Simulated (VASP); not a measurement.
Crystal: MgO.

```
Mg O
1.0
     3.35132    0.00000    0.00000
    -1.67566    2.90232    0.00000
     0.00000    0.00000    5.04845
Mg O
2 2
Direct
  0.66667 0.33333 0.50216
  0.33333 0.66667 0.00216
  0.66667 0.33333 0.90244
  0.33333 0.66667 0.40244
```

Base run:

```yaml
Program: VASP 6.6.1
Functional: r2SCAN
Potentials_or_basis: VASP PAW PBE potentials, release 64 (Mg, O)
Cutoff: 520 eV
k_mesh: 9 × 9 × 6
Occupations: fermi-dirac, width 0.05 eV
Spin: no spin polarisation
```

Its results: band gap on the k mesh 3.91 eV, direct; pressure -5.7 GPa; largest force 0.065 eV/Å.

Question: The run is repeated on the same cell with these changes: functional from r2SCAN to PBEsol; further incar settings from ALGO = Normal; EDIFF = 1e-07; NBANDS = 16 to ALGO = Normal; EDIFF = 1e-06; NBANDS = 16. What comes out?

Answer: Band gap on the k mesh 3.14 eV, direct; pressure -4.4 GPa; largest force 0.045 eV/Å.

Caveats: the PAW data sets were made with another functional, which shifts forces and pressure a little.

A k mesh can miss the band edges.
